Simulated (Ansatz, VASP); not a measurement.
# Two plane-wave programs on Ir

The input POSCAR:

```
Ir
1.0
    0.0000000000      1.9228496764      1.9228496764
    1.9228496764      0.0000000000      1.9228496764
    1.9228496764      1.9228496764      0.0000000000
Ir
1
Direct
    0.0000000000      0.0000000000      0.0000000000
```

INCAR.step1

```
SYSTEM = Ir
PREC = Accurate
ENCUT = 520
ISMEAR = 1
SIGMA = 1.0
LREAL = .False.
LASPH = .True.
NELM = 60
NBANDS = 10
GGA = PE
ALGO = Normal
EDIFF = 1E-4
LWAVE = .True.
LCHARG = .False.
```

File INCAR.step2:

```
SYSTEM = Ir
PREC = Accurate
ENCUT = 520
EDIFF = 1E-7
ISMEAR = 1
SIGMA = 1.0
LREAL = .False.
LASPH = .True.
NELM = 60
ALGO = Normal
ISIF = 2
LWAVE = .False.
LCHARG = .False.
METAGGA = R2SCAN
LMIXTAU = .True.
NBANDS = 10
ISTART = 1
```

KPOINTS

```
regular mesh
0
Gamma
  14 14 14
  0 0 0
```

Input for Ansatz:

```yaml
crystal:
  lattice:
    - [0.0, 1.9228496764, 1.9228496764]
    - [1.9228496764, 0.0, 1.9228496764]
    - [1.9228496764, 1.9228496764, 0.0]
  atoms:
    - { symbol: Ir, position: [0.0, 0.0, 0.0] }
hamiltonian:
  xc: r2scan
  pseudopotentials:
    kind: paw
    azcp:
      Ir: "pseudopotentials/Ir.paw.azcp"
basis:
  ecutwfc: 500
  fft_grid_basis: typed
kpoints:
  mp_grid: { grid: [14, 14, 14], shift: [0, 0, 0] }
magnetization:
  spin_polarized: false
scf:
  occupations: { method: cold, width: 1.0 }
  lower_state_search: "off"
output:
  stress: true
```

Alike in both runs: task single point; functional r2SCAN; k mesh 14 × 14 × 14; no spin polarisation.

|  | VASP | Ansatz |
| --- | --- | --- |
| version | VASP 6.6.1 | Ansatz 0.2.0 |
| potentials or method | VASP PAW PBE potentials, release 64 (Ir), cutoff 520 eV | plane waves (500 eV) with PAW, scalar-relativistic |
| occupations | methfessel-paxton of order 1, width 1 eV | cold, width 1 eV |
| valence electrons in the cell | 9 | 17 |

```tsv
	VASP	Ansatz	Ansatz less VASP
pressure (GPa)	2.3	-0.6	-2.87
```

VASP's potentials were made for PBE, not for r2SCAN. VASP's potentials hold 9 valence electrons a cell and Ansatz's 17, so a difference there can come from the potentials and not from the codes.

Spin-orbit coupling is off throughout.
